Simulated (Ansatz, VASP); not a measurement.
## One calculation of CdS, two programs

File INCAR:

```
  PREC = Accurate
  ENCUT = 520
  EDIFF = 1E-6
  ISMEAR = 0
  SIGMA = 0.05
  LREAL = False
  LASPH = True
  NELM = 60
  ALGO = Normal
  ISIF = 2
  LWAVE = False
  LCHARG = False
  GGA = PE
  NBANDS = 16
```

File KPOINTS:

```
regular mesh
0
Gamma
  8 8 8
```

POSCAR

```
CdS
1.0
    0.0000000000      3.1428000000      2.7936000000
    3.1428000000      0.0000000000      2.7936000000
    3.1428000000      3.1428000000      0.0000000000
Cd S
1 1
Direct
    0.0000000000      0.0000000000      0.0000000000
    0.7500000000      0.7500000000      0.7500000000
```

Input for Ansatz:

```yaml
crystal:
  lattice:
    - [0.0, 3.1428, 2.7936]
    - [3.1428, 0.0, 2.7936]
    - [3.1428, 3.1428, 0.0]
  atoms:
    - { symbol: Cd, position: [0.0, 0.0, 0.0] }
    - { symbol: S, position: [0.75, 0.75, 0.75] }
basis:
  ecutwfc: 420
kpoints:
  mp_grid: { grid: [8, 8, 8] }
hamiltonian:
  xc: pbe
scf:
  occupations: { method: gaussian, width: 0.05 }
output:
  forces: true
  stress: true
  eigenvalues: true
```

Change from the starting cell: strain +0.080 along x and y, -0.040 along z, atoms carried along.

Alike in both runs: task single point; functional PBE; k mesh 8 × 8 × 8; occupations gaussian, width 0.05 eV; no spin polarisation.

```csv
,VASP,Ansatz
version,VASP 6.6.1,Ansatz 0.2.0
potentials or method,"VASP PAW PBE potentials, release 64 (Cd, S), cutoff 520 eV","scalar-relativistic, plane waves, PAW"
valence electrons in the cell,18,26
```

Ansatz gave:

| Quantity | Value |
| --- | --- |
| gap on the k mesh at the Fermi level (eV) | 0.71 |
| least direct gap on the mesh (eV) | 0.71 |
| pressure (GPa) | -3.0 |
| traceless stress, the component that is largest in VASP (GPa) | 1.46 |

Estimate VASP's values.

gap on the k mesh at the Fermi level (eV): 0.71; least direct gap on the mesh (eV): 0.71; pressure (GPa): -2.8; traceless stress, the component that is largest in VASP (GPa): 1.44.

VASP's potentials hold 18 valence electrons a cell and Ansatz's 26, so a difference there can come from the potentials and not from the codes.
